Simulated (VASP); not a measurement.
# MgO (P6_3mc) in VASP: further runs, part 2 of 2

VASP 6.6.1. Earlier steps stand in the parts before.

### Step 3. Single point, PBE

This run uses another cell than the first one, of the same volume but with other edges.

Input file INCAR:

```
  PREC = Accurate
  ENCUT = 520
  EDIFF = 1E-6
  ISMEAR = 0
  SIGMA = 0.05
  LREAL = False
  LASPH = True
  NELM = 80
  ALGO = Normal
  ISIF = 2
  LWAVE = False
  LCHARG = True
  GGA = PE
  LELF = True
  LVHAR = True
  NBANDS = 16
```

Input file KPOINTS:

```
regular mesh
0
Gamma
  9 9 6
```

Input file POSCAR:

```
MgO
1.0
    3.2544262524      0.0000000000      0.0000000000
   -1.6272131262      2.8184158093      0.0000000000
    0.0000000000      0.0000000000      5.1476234821
Mg O
2 2
Direct
    0.3333333333      0.6666666667      0.0021597400
    0.6666666667      0.3333333333      0.5021597400
    0.3333333333      0.6666666667      0.4024402600
    0.6666666667      0.3333333333      0.9024402600
```

Potentials or basis: VASP PAW PBE potentials, release 64 (Mg, O).

Launch:

```console
$ cat potpaw_PBE.64/Mg/POTCAR potpaw_PBE.64/O/POTCAR > POTCAR
$ mpirun -np 1 vasp_std > vasp.out
```

OUTCAR:

```text
PREC = Accurate
   ENCUT = 520
   EDIFF = 1E-6
   ISMEAR = 0
   LREAL = False
   LASPH = True
   NELM = 80
   ISIF = 2
   GGA = PE

 ion  position               nearest neighbor table
   1  0.333  0.667  0.002-   4 1.95   4 1.95   4 1.95   3 2.06   2 3.19   2 3.19   2 3.19   2 3.19
                             2 3.19   2 3.19
   2  0.667  0.333  0.502-   3 1.95   3 1.95   3 1.95   4 2.06   1 3.19   1 3.19   1 3.19   1 3.19
                             1 3.19   1 3.19
   3  0.333  0.667  0.402-   2 1.95   2 1.95   2 1.95   1 2.06
   4  0.667  0.333  0.902-   1 1.95   1 1.95   1 1.95   2 2.06

  LATTYP: Found a hexagonal cell.
 ALAT       =     3.2544262524
 C/A-ratio  =     1.5817299526

  Lattice vectors:

 A1 = (   3.2544262524,   0.0000000000,   0.0000000000)
 A2 = (  -1.6272131262,   2.8184158093,   0.0000000000)
 A3 = (   0.0000000000,   0.0000000000,   5.1476234821)

Analysis of symmetry for initial positions (statically):
=====================================================================
 Subroutine PRICEL returns:
 Original cell was already a primitive cell.

 Routine SETGRP: Setting up the symmetry group for a
 hexagonal supercell.

 Subroutine GETGRP returns: Found 12 space group operations
 (whereof  6 operations were pure point group operations)
 out of a pool of 24 trial point group operations.

The static configuration has the point symmetry C_3v.
 The point group associated with its full space group is C_6v.

Analysis of symmetry for dynamics (positions and initial velocities):
=====================================================================
 Subroutine PRICEL returns:
 Original cell was already a primitive cell.

 Routine SETGRP: Setting up the symmetry group for a
 hexagonal supercell.

 Subroutine GETGRP returns: Found 12 space group operations
 (whereof  6 operations were pure point group operations)
[... 126 lines left out ...]
     AMIX     =   0.40;   BMIX     =  1.00
     AMIX_MAG =   1.60;   BMIX_MAG =  1.00
  volume/ion in A,a.u.               =      11.80        79.66
  Fermi-wavevector in a.u.,A,eV,Ry     =   1.141351  2.156842 17.724080  1.302683
  Thomas-Fermi vector in A             =   2.278052
   LORBIT       =      0    0 simple, 1 ext, 2 COOP (PROOUT), +10 PAW based schemes
   GGA     = PE    functional components
   LHFCALC =     F    Hartree Fock is set to
   AEXX    =    0.0000 exact exchange contribution
   IVDW    =     0    specifies the selected vdW correction
   LEPSILON=     F    determine dielectric tensor
   LRPA    =     F    only Hartree local field effects (RPA)
 non-spin polarized calculation
 Gauss-broadening in eV      SIGMA  =   0.05
  energy-cutoff  :      520.00
  volume of cell :       47.22
 maximum number of plane-waves:      1302
   NGX = 13   NGY = 13   NGZ = 19

 number of electron      16.0000013 magnetization

 Free energy of the ion-electron system (eV)
  ---------------------------------------------------
  ext. energy  EPLUGINS =         0.00000000
  ---------------------------------------------------
  free energy    TOTEN  =       -23.47707567 eV

  energy without entropy =      -23.47707567  energy(sigma->0) =      -23.47707567

 E-fermi :   1.3265     XC(G=0):  -9.7405

 val. band max:        1.0676724877   @ k =   0.0000   0.0000   0.0000
 cond. band min:       4.6118721105   @ k =   0.0000   0.0000   0.0000
 fundamental gap:      3.5441996229
 Fermi energy:         1.3265102702

 k-point     1 :       0.0000    0.0000    0.0000
  band No.  band energies     occupation
      1     -15.1229      2.00000
      2     -14.3937      2.00000
      3      -2.2025      2.00000
      4       0.4478      2.00000
      5       0.4478      2.00000
      6       0.7194      2.00000
[... 433 lines left out ...]
      3      -1.5168      2.00000
      4      -1.0305      2.00000
      5      -1.0305      2.00000
      6      -0.3840      2.00000
[... 8 lines left out ...]
     15      14.5529      0.00000
     16      18.7541      0.00000

 [... further k-points ...]

------------------------ aborting loop because EDIFF is reached ----------------------------------------

  FORCE on cell =-STRESS in cart. coord.  units (eV):
  Direction    XX          YY          ZZ          XY          YZ          ZX
  --------------------------------------------------------------------------------------
  -------------------------------------------------------------------------------------
  Total        2.0797704      2.0797704     -0.6121959      0.0000000      0.0000000     -0.0000000
  in kB       70.5731820     70.5731820    -20.7737417      0.0000000      0.0000000     -0.0000000
  external PRESSURE =      40.1242074 kB  Pullay stress =       0.0000000 kB

 VOLUME and BASIS-vectors are now :
 -----------------------------------------------------------------------------
  energy-cutoff  :      520.00
  volume of cell :       47.22
      direct lattice vectors                 reciprocal lattice vectors
     3.254426252  0.000000000  0.000000000     0.307273824  0.177404625  0.000000000
    -1.627213126  2.818415809  0.000000000     0.000000000  0.354809250  0.000000000
     0.000000000  0.000000000  5.147623482     0.000000000  0.000000000  0.194264402

 POSITION                                       TOTAL-FORCE (eV/Angst)
 -----------------------------------------------------------------------------------
     -0.00000      1.87894      0.01112         0.000000     -0.000000      0.450744
      1.62721      0.93947      2.58493        -0.000000      0.000000      0.450744
     -0.00000      1.87894      2.07161        -0.000000     -0.000000     -0.450744
      1.62721      0.93947      4.64542        -0.000000      0.000000     -0.450744
 -----------------------------------------------------------------------------------
    total drift:                                0.000000      0.000000     -0.000294

  FREE ENERGIE OF THE ION-ELECTRON SYSTEM (eV)
  ---------------------------------------------------
  free  energy   TOTEN  =       -23.4770756734 eV

  energy  without entropy=      -23.4770756734  energy(sigma->0) =      -23.47707567
```

OSZICAR:

```text
N       E                     dE             d eps       ncg     rms          rms(c)
DAV:   1     0.644806731953E+02    0.64481E+02   -0.75770E+03  1544   0.885E+02
DAV:   2    -0.235051122332E+02   -0.87986E+02   -0.80880E+02  2048   0.199E+02
DAV:   3    -0.277704288794E+02   -0.42653E+01   -0.42549E+01  1840   0.455E+01
DAV:   4    -0.277881184301E+02   -0.17690E-01   -0.17689E-01  1824   0.346E+00
DAV:   5    -0.277882052958E+02   -0.86866E-04   -0.86865E-04  1848   0.232E-01    0.118E+01
DAV:   6    -0.235299391749E+02    0.42583E+01   -0.12384E+01  1536   0.263E+01    0.387E+00
DAV:   7    -0.234827425670E+02    0.47197E-01   -0.16779E-01  1568   0.327E+00    0.221E+00
DAV:   8    -0.234786699659E+02    0.40726E-02   -0.94711E-02  1600   0.337E+00    0.498E-01
DAV:   9    -0.234762877844E+02    0.23822E-02   -0.31646E-03  1880   0.514E-01    0.169E-01
DAV:  10    -0.234770528717E+02   -0.76509E-03   -0.14456E-03  1552   0.245E-01    0.270E-02
DAV:  11    -0.234770736340E+02   -0.20762E-04   -0.14160E-05  1848   0.265E-02    0.166E-02
DAV:  12    -0.234770757666E+02   -0.21326E-05   -0.65861E-06  1560   0.208E-02    0.333E-03
DAV:  13    -0.234770756734E+02    0.93219E-07   -0.50124E-07  1168   0.596E-03
   1 F= -.23477076E+02 E0= -.23477076E+02  d E =-.133789E-15
```

stdout:

```text
POSCAR found type information on POSCAR MgO
 POSCAR found :  2 types and       4 ions
 scaLAPACK will be used
 LDA part: xc-table for (Slater+PW92), standard interpolation
 POSCAR, INCAR and KPOINTS ok, starting setup
 FFT: planning ... GRIDC
 FFT: planning ... GRID_SOFT
 FFT: planning ... GRID
 WAVECAR not read
 entering main loop
```

Run time: 23 s. Hardware: 1 thread of Intel Xeon Platinum 8259CL at 2.50GHz (Skylake/Cascade Lake), shared host; peak memory 0.17 GiB.

What came out:

| Quantity | Value |
| --- | --- |
| Free energy | -23.4771 eV |
| Pressure | 4.0 GPa |
| Largest force | 0.451 eV/Å |
| Band gap on the k mesh | 3.54 eV, direct |

Forces in eV/Å, atoms in the order of the input:
```
Mg   0.000  0.000  0.451
Mg   0.000  0.000  0.451
O    0.000  0.000 -0.451
O    0.000  0.000 -0.451
```

Stress tensor (GPa, compression positive):
```
 7.06  0.00  0.00
 0.00  7.06  0.00
 0.00  0.00 -2.08
```

 A k mesh can miss the band edges.

### Step 4. Single point, PBE

This run uses another cell than the first one, of the same volume but with other edges.

Input file INCAR:

```
ALGO = Normal
EDIFF = 1E-6
ENCUT = 520
GGA = PE
ISIF = 2
ISMEAR = 0
LASPH = T
LCHARG = F
LREAL = F
LWAVE = F
NBANDS = 16
NELM = 100
PREC = Accurate
SIGMA = 0.05
```

Input file KPOINTS:

```
k-points
0
Gamma
  9 9 6
```

Input file POSCAR:

```
MgO
1.0
    3.5632055155      0.0000000000      0.0000000000
   -1.7816027578      3.0858264953      0.0000000000
    0.0000000000      0.0000000000      4.2941172505
Mg O
2 2
Direct
    0.3333333333      0.6666666667      0.0021597400
    0.6666666667      0.3333333333      0.5021597400
    0.3333333333      0.6666666667      0.4024402600
    0.6666666667      0.3333333333      0.9024402600
```

Launch:

```console
$ cat potpaw_PBE.64/Mg/POTCAR potpaw_PBE.64/O/POTCAR > POTCAR
$ mpirun -np 1 vasp_std > vasp.out
```

It took 29 s on 1 thread of Intel Xeon Platinum 8259CL at 2.50GHz (Skylake/Cascade Lake), shared host; peak memory 0.18 GiB.

Results (log left out):

```
Free energy            : -22.3845 eV
Pressure               : 10.8 GPa
Largest force          : 4.621 eV/Å
Band gap on the k mesh : 3.28 eV, direct
```

Forces in eV/Å, atoms in the order of the input:
```
Mg   0.000  0.000 -4.621
Mg   0.000  0.000 -4.621
O    0.000  0.000  4.621
O    0.000  0.000  4.621
```

Stress tensor (GPa, compression positive):
```
-8.15  0.00  0.00
 0.00 -8.15  0.00
 0.00  0.00 48.81
```

Levels at points of the mesh, in eV from the valence-band top:
| k point | band 6 | band 7 | band 8 | band 9 | band 10 | band 11 |
| --- | --- | --- | --- | --- | --- | --- |
| (0.00, 0.00, 0.00) | -0.54 | -0.54 | 0.00 | 3.28 | 8.57 | 11.65 |
| (0.00, 0.00, 0.50) | -0.95 | -0.95 | -0.95 | 6.00 | 6.00 | 12.71 |

Caveat: forces of over 1 eV/Å act on the atoms, so gaps and moduli don't describe the material at rest.

### Step 5. Overview

```tsv
cell	gap on the mesh (eV)	pressure (GPa)	largest force (eV/Å)
a = 3.353, b = 3.353, c = 4.849 Å, angles 90.0, 90.0, 120.0°, 4 atoms	3.40	2.7	0.48
a = 3.254, b = 3.254, c = 5.148 Å, angles 90.0, 90.0, 120.0°, 4 atoms	3.54	4.0	0.45
a = 3.563, b = 3.563, c = 4.294 Å, angles 90.0, 90.0, 120.0°, 4 atoms	3.28	10.8	4.62
```

Alike in all rows: task single point; level PBE; potentials or basis VASP PAW PBE potentials, release 64 (Mg, O); no spin polarisation; k mesh 9 × 9 × 6; cutoff (eV) 520; smearing gaussian 0.05 eV.

Caveats: forces of over 1 eV/Å act on the atoms, so gaps and moduli don't describe the material at rest (some runs).

Absolute energies hang on the potentials; compare differences alone.
